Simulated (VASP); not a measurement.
**In: single point with LDA**

The system is In.

```
In
1.0
    -1.90730    1.90730    1.90730
     1.90730   -1.90730    1.90730
     1.90730    1.90730   -1.90730
In
1
Cartesian
  0.0000 0.0000 0.0000
```

This cell differs from its parent crystal: volume scaled by 1.04.

```json
{"Program": "VASP 6.6.1", "Task": "single point", "Functional": "LDA", "Potentials or basis": "VASP PAW LDA potentials, release 64 (In_d)", "Cutoff": "520 eV", "k mesh": "10 × 10 × 10", "Occupations": "fermi-dirac, width 0.05 eV", "Spin": "no spin polarisation", "Dipole correction": "no", "Further INCAR settings": "ALGO = Normal; EDIFF = 1e-07; NBANDS = 12"}
```

```json
{
  "Pressure": "-4.0 GPa"
}
```

Levels at points of the mesh, in eV from the Fermi level:
| k point | band 2 | band 3 | band 4 | band 5 | band 6 | band 7 | band 8 | band 9 | band 10 | band 11 |
| --- | --- | --- | --- | --- | --- | --- | --- | --- | --- | --- |
| (0.00, 0.00, 0.00) | -14.45 | -14.45 | -14.20 | -14.20 | -9.08 | 10.41 | 10.41 | 10.41 | 13.00 | 13.00 |
| (0.50, 0.00, 0.00) | -14.47 | -14.22 | -14.21 | -14.05 | -3.89 | -2.84 | 5.65 | 7.18 | 9.89 | 9.98 |
| (0.50, 0.50, 0.50) | -14.53 | -14.09 | -14.09 | -14.09 | 0.56 | 1.32 | 1.32 | 1.32 | 5.39 | 5.39 |

It took 19 s on 1 thread of Intel Xeon 8259CL (shared host), peak memory 0.15 GiB.

Caveat: spin-orbit coupling is left out, which moves the levels of the heavy elements.
